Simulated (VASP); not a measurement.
# Ni (Fm-3m) in VASP: single point with PBEsol

Aim: the single point of Ni with PBEsol.

All numbers are computed with VASP 6.6.1; they aren't measurements. Logs are shortened: lines on timing, memory, paths and dates and some standing lists are left out, and cuts for length are marked.

**1. The cell of the first run**

Symmetry: Fm-3m, No. 225, cubic system. The conventional cell has a = 3.540 Å, b = 3.540 Å, c = 3.540 Å, α = 90.00°, β = 90.00°, γ = 90.00°. Within 3.3 Å of Ni (site symmetry m-3m) lie 12 Ni at 2.50 Å.

**2. Single point, PBEsol, collinear spin, antiferromagnetic start**

The input, INCAR:

```
SYSTEM = Ni
ALGO = Normal ; EDIFF = 1E-7
ENCUT = 520 ; GGA = PS
ISIF = 2 ; ISMEAR = -1
ISPIN = 2 ; ISYM = 0
LASPH = .TRUE. ; LCHARG = .FALSE.
LMAXMIX = 4 ; LORBIT = 11
LREAL = .FALSE. ; LWAVE = .FALSE.
MAGMOM = 2 -2 ; NBANDS = 21
NELM = 150 ; PREC = Accurate
SIGMA = 0.05
```

The input, KPOINTS:

```
k-points
0
G
  7 13 13
  0 0 0
```

The input, POSCAR:

```
Ni
1.0
    0.0000000000      3.5397400000      3.5397400000
    1.7698700000      0.0000000000      1.7698700000
    1.7698700000      1.7698700000      0.0000000000
Ni
2
Direct
    0.0000000000      0.0000000000      0.0000000000
    0.5000000000      0.0000000000      0.0000000000
```

Potentials or basis: VASP PAW PBE potentials, release 64 (Ni).

Launch:

```console
cat potpaw_PBE.64/Ni/POTCAR > POTCAR
mpirun -np 1 vasp_std > vasp.out
```

OUTCAR:

```text
SYSTEM = Ni
   EDIFF = 1E-7
   ENCUT = 520
   GGA = PS
   ISIF = 2
   ISMEAR = -1
   ISPIN = 2
   ISYM = 0
   LASPH = .TRUE.
   LORBIT = 11
   LREAL = .FALSE.
   NELM = 150
   PREC = Accurate

 ion  position               nearest neighbor table
   1  0.000  0.000  0.000-   2 2.50   2 2.50   2 2.50   2 2.50   2 2.50   2 2.50
   2  0.500  0.000  0.000-   1 2.50   1 2.50   1 2.50   1 2.50   1 2.50   1 2.50

IMPORTANT INFORMATION: All symmetrisations will be switched off!
NOSYMM: (Re-)initialisation of all symmetry stuff for point group C_1.

----------------------------------------------------------------------------------------

                                     Primitive cell

  volume of cell :      22.1760

  direct lattice vectors                    reciprocal lattice vectors
     0.000000000  3.539740000  3.539740000    -0.141253312  0.141253312  0.141253312
     1.769870000  0.000000000  1.769870000     0.282506625 -0.282506625  0.282506625
     1.769870000  1.769870000  0.000000000     0.282506625  0.282506625 -0.282506625

  length of vectors
     5.005948315  2.502974158  2.502974158     0.244657914  0.489315828  0.489315828

  position of ions in fractional coordinates (direct lattice)
     0.000000000  0.000000000  0.000000000
     0.500000000  0.000000000  0.000000000

  ion indices of the primitive-cell ions
   primitive index   ion index
                 1           1
                 2           2

----------------------------------------------------------------------------------------

 KPOINTS: k-points

Automatic generation of k-mesh.
 Grid dimensions read from file:
 generate k-points for:    7   13   13

 Generating k-lattice:

  Cartesian coordinates                     Fractional coordinates (reciprocal lattice)
    -0.020179045  0.020179045  0.020179045     0.142857143  0.000000000  0.000000000
     0.021731279 -0.021731279  0.021731279     0.000000000  0.076923077  0.000000000
     0.021731279  0.021731279 -0.021731279     0.000000000  0.000000000  0.076923077

  Length of vectors
     0.034951131  0.037639679  0.037639679

  Shift w.r.t. Gamma in fractional coordinates (k-lattice)
     0.000000000  0.000000000  0.000000000

 -----------------------------------------------------------------------------
|                                                                             |
|           W    W    AA    RRRRR   N    N  II  N    N   GGGG   !!!           |
|           W    W   A  A   R    R  NN   N  II  NN   N  G    G  !!!           |
|           W    W  A    A  R    R  N N  N  II  N N  N  G       !!!           |
|           W WW W  AAAAAA  RRRRR   N  N N  II  N  N N  G  GGG   !            |
|           WW  WW  A    A  R   R   N   NN  II  N   NN  G    G                |
[... 93 lines left out ...]
   IVDW    =     0    specifies the selected vdW correction
   LEPSILON=     F    determine dielectric tensor
   LRPA    =     F    only Hartree local field effects (RPA)
 spin polarized calculation
  energy-cutoff  :      520.00
  volume of cell :       22.18
 maximum number of plane-waves:       609
 NGX is ok and might be reduce to    40
   NGX = 19   NGY =  9   NGZ =  9

 number of electron      20.0000019 magnetization      -0.0000937

 number of electron      20.0000019 magnetization       0.0000315

 Free energy of the ion-electron system (eV)
  ---------------------------------------------------
  ext. energy  EPLUGINS =         0.00000000
  ---------------------------------------------------
  free energy    TOTEN  =       -12.12572152 eV

  energy without entropy =      -12.07343023  energy(sigma->0) =      -12.09957588

 E-fermi :   8.7547     XC(G=0): -13.3215

 val. band max:        8.7531109836   @ k =   0.2857  -0.2308   0.0769
 cond. band min:       8.7549316878   @ k =   0.4286   0.3846   0.0000
 fundamental gap:      0.0018207042
 Fermi energy:         8.7547272905

 spin component 1

 k-point     1 :       0.0000    0.0000    0.0000
  band No.  band energies     occupation
      1      -0.0113      1.00000
      2       4.3991      1.00000
      3       6.7794      1.00000
      4       6.7797      1.00000
      5       6.9409      1.00000
      6       7.0051      1.00000
[... 565 lines left out ...]
     20      35.3361      0.00000
     21      35.8699      0.00000

 [... further k-points ...]

 spin component 2

 k-point     1 :       0.0000    0.0000    0.0000
  band No.  band energies     occupation
      1      -0.0113      1.00000
      2       4.3991      1.00000
      3       6.7795      1.00000
      4       6.7797      1.00000
      5       6.9409      1.00000
      6       7.0051      1.00000
[... 565 lines left out ...]
     20      35.3361      0.00000
     21      35.8699      0.00000

 [... further k-points ...]

------------------------ aborting loop because EDIFF is reached ----------------------------------------

  FORCE on cell =-STRESS in cart. coord.  units (eV):
  Direction    XX          YY          ZZ          XY          YZ          ZX
  --------------------------------------------------------------------------------------
  -------------------------------------------------------------------------------------
  Total       -1.8650360     -1.8459023     -1.8459019     -0.0410347      0.0329902     -0.0410344
  in kB     -134.7453285   -133.3629550   -133.3629203     -2.9646827      2.3834812     -2.9646573
  external PRESSURE =    -133.8237346 kB  Pullay stress =       0.0000000 kB

 VOLUME and BASIS-vectors are now :
 -----------------------------------------------------------------------------
  energy-cutoff  :      520.00
  volume of cell :       22.18
      direct lattice vectors                 reciprocal lattice vectors
     0.000000000  3.539740000  3.539740000    -0.141253312  0.141253312  0.141253312
     1.769870000  0.000000000  1.769870000     0.282506625 -0.282506625  0.282506625
     1.769870000  1.769870000  0.000000000     0.282506625  0.282506625 -0.282506625

 POSITION                                       TOTAL-FORCE (eV/Angst)
 -----------------------------------------------------------------------------------
      0.00000      0.00000      0.00000         0.000000      0.000000     -0.000000
      0.00000      1.76987      1.76987        -0.000000     -0.000000      0.000000
 -----------------------------------------------------------------------------------
    total drift:                               -0.000000     -0.000000     -0.000000

  FREE ENERGIE OF THE ION-ELECTRON SYSTEM (eV)
  ---------------------------------------------------
  free  energy   TOTEN  =       -12.1257215237 eV

  energy  without entropy=      -12.0734302336  energy(sigma->0) =      -12.09957588

 total charge

# of ion       s       p       d       tot
------------------------------------------
    1        0.489   0.482   8.311   9.282
    2        0.489   0.482   8.311   9.282
--------------------------------------------------
tot          0.978   0.963  16.622  18.563

 magnetization (x)

# of ion       s       p       d       tot
------------------------------------------
    1       -0.001   0.001   0.263   0.263
    2        0.001  -0.001  -0.263  -0.263
--------------------------------------------------
tot         -0.000  -0.000   0.000   0.000
```

Run time: 4.6 min. Hardware: 1 thread of Intel Xeon 6975P-C (Granite Rapids), shared host; peak memory 0.46 GiB.

What came out:

* Free energy: -12.1257 eV
* Pressure: -13.4 GPa
* Band gap on the k mesh: zero (filled and empty bands overlap)
* Net moment: 0.00 μB per cell
* Site moments: Ni +0.26, -0.26 μB
* Valence electrons inside the program's atomic spheres: Ni 9.28

Stress tensor (GPa, compression positive):
```
-13.47  -0.30  -0.30
 -0.30 -13.34   0.24
 -0.30   0.24 -13.34
```

Caveat: the cell stands under tension; the PAW data sets were made with another functional, which shifts forces and pressure a little.
